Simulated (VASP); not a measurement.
Input of a VASP 6.6.1 run:

Contents of INCAR:

```
ALGO = Normal
EDIFF = 1E-6
ENCUT = 520
GGA = PE
ISIF = 2
ISMEAR = 0
LASPH = T
LCHARG = T
LELF = T
LREAL = F
LVHAR = T
LWAVE = F
NBANDS = 16
NELM = 100
PREC = Accurate
SIGMA = 0.1
```

The input KPOINTS:

```
k-points
0
Gamma
  12 12 8
```

POSCAR

```
H5Pt
1.0
    3.4461913566      0.0000000000      0.0000000000
   -1.7230956783      2.9844892611      0.0000000000
    0.0000000000      0.0000000000      5.8593127534
H Pt
5 1
Direct
    0.5000000000      0.0000000000      0.0000000000
    0.0000000000      0.5000000000      0.0000000000
    0.5000000000      0.5000000000      0.0000000000
    0.3333333333      0.6666666667      0.5000000000
    0.6666666667      0.3333333333      0.5000000000
    0.0000000000      0.0000000000      0.0000000000
```

Potentials or basis: VASP PAW PBE potentials, release 64 (H, Pt).

Command:

```console
$ cat potpaw_PBE.64/H/POTCAR potpaw_PBE.64/Pt/POTCAR > POTCAR
$ mpirun -np 1 vasp_std > vasp.out
```

Q: Estimate the pressure.

A: 0.1 GPa.

Q: What does it give for the band gap on the k mesh?

A: Zero (an odd number of electrons rules out a gap without spin polarisation).

Stress tensor (GPa, compression positive):
```
 0.16  0.00  0.00
 0.00  0.16  0.00
 0.00  0.00 -0.16
```

Caveat: spin-orbit coupling is left out, which moves the levels of the heavy elements.
